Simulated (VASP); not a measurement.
# Be: single point with PBE

Crystal: Be.

```
CELL_PARAMETERS angstrom
3.57040 0.00000 0.00000
-1.78520 3.09206 0.00000
0.00000 0.00000 2.19181
ATOMIC_POSITIONS crystal
Be 0.00000 0.00000 0.00000
Be 0.33333 0.66667 0.50000
Be 0.66667 0.33333 0.50000
```

```yaml
Program: VASP 6.6.1
Task: single point
Functional: PBE
Potentials_or_basis: VASP PAW PBE potentials, release 64 (Be)
Cutoff: 520 eV
k_mesh: 10 × 10 × 14
Occupations: fermi-dirac, width 0.08 eV
Spin: no spin polarisation
```

```json
{
  "Pressure": "0.1 GPa",
  "Band gap on the k mesh": "zero (band 3 reaches 11.23 eV, above the bottom of band 4 at 6.47 eV)"
}
```

Levels at points of the mesh, in eV from the Fermi level:
```csv
k point,band 1,band 2,band 3,band 4,band 5,band 6,band 7
"(0.00, 0.00, 0.00)",-11.87,-1.23,-1.23,-1.02,-1.02,5.42,5.65
"(0.50, 0.00, 0.00)",-9.00,-8.94,-4.93,0.55,9.66,10.09,11.25
"(0.00, 0.00, 0.50)",-6.47,-5.65,3.74,3.74,4.31,5.91,5.91
"(0.50, 0.00, 0.50)",-4.44,-4.36,-1.81,-0.56,1.34,3.80,5.67
```

Wall time 28 s on 1 thread of AMD EPYC 7R13 (shared host), peak memory 0.11 GiB.
